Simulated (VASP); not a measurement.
Ta2N: single point with PBE

Crystal: Ta2N.

```
CELL_PARAMETERS angstrom
5.17941 0.00000 0.00000
-2.58970 4.48550 0.00000
0.00000 0.00000 5.21670
ATOMIC_POSITIONS crystal
Ta 0.70236 0.70236 0.75285
Ta 0.00000 0.29764 0.75285
Ta 0.29764 0.00000 0.75285
Ta 0.29764 0.29764 0.24715
Ta 0.00000 0.70236 0.24715
Ta 0.70236 0.00000 0.24715
N 0.66667 0.33333 0.50000
N 0.33333 0.66667 0.50000
N 0.00000 0.00000 0.00000
```

This cell differs from its parent crystal: atoms shifted along a free coordinate, c/a of the conventional cell at fixed volume 1.0072.

```json
{
  "Program": "VASP 6.6.1",
  "Task": "single point",
  "Functional": "PBE",
  "Potentials or basis": "VASP PAW PBE potentials, release 64 (Ta_pv, N)",
  "Cutoff": "520 eV",
  "k mesh": "9 × 9 × 8",
  "Occupations": "gaussian, width 0.15 eV",
  "Spin": "no spin polarisation",
  "Dipole correction": "no",
  "Further INCAR settings": "ALGO = Normal; EDIFF = 1e-07; NBANDS = 50"
}
```

```
Pressure               : 13.8 GPa
Largest force          : 6.461 eV/Å
Band gap on the k mesh : zero (an odd number of electrons rules out a gap without spin polarisation)
```

Forces on the atoms (eV/Å):
```
Ta  -3.073 -5.323 -1.992
Ta  -3.073  5.323 -1.992
Ta   6.147  0.000 -1.992
Ta   3.073  5.323  1.992
Ta   3.073 -5.323  1.992
Ta  -6.147  0.000  1.992
N    0.000  0.000  0.000
N    0.000  0.000  0.000
N    0.000  0.000  0.000
```

Stress tensor (GPa, compression positive):
```
21.64  0.00  0.00
 0.00 21.64  0.00
 0.00  0.00 -1.82
```

Levels at points of the mesh, in eV from the Fermi level:
```csv
k point,band 37,band 38,band 39,band 40,band 41,band 42,band 43,band 44,band 45,band 46
"(0.00, 0.00, 0.00)",-0.99,-0.99,-0.69,0.11,0.11,0.24,0.24,1.61,1.61,2.35
"(0.00, 0.00, 0.50)",-1.08,-1.01,-1.01,-0.67,-0.67,0.24,0.24,1.79,1.99,1.99
```

It took 5.4 min on 1 thread of Intel(R) Xeon(R) 6975P-C (Granite Rapids), on a shared host, peak memory 0.48 GiB.

Caveat: the stress differs along the axes, from -2 to 22 GPa; spin-orbit coupling is left out, which moves the levels of the heavy elements; forces of over 1 eV/Å act on the atoms, so gaps and moduli don't describe the material at rest.
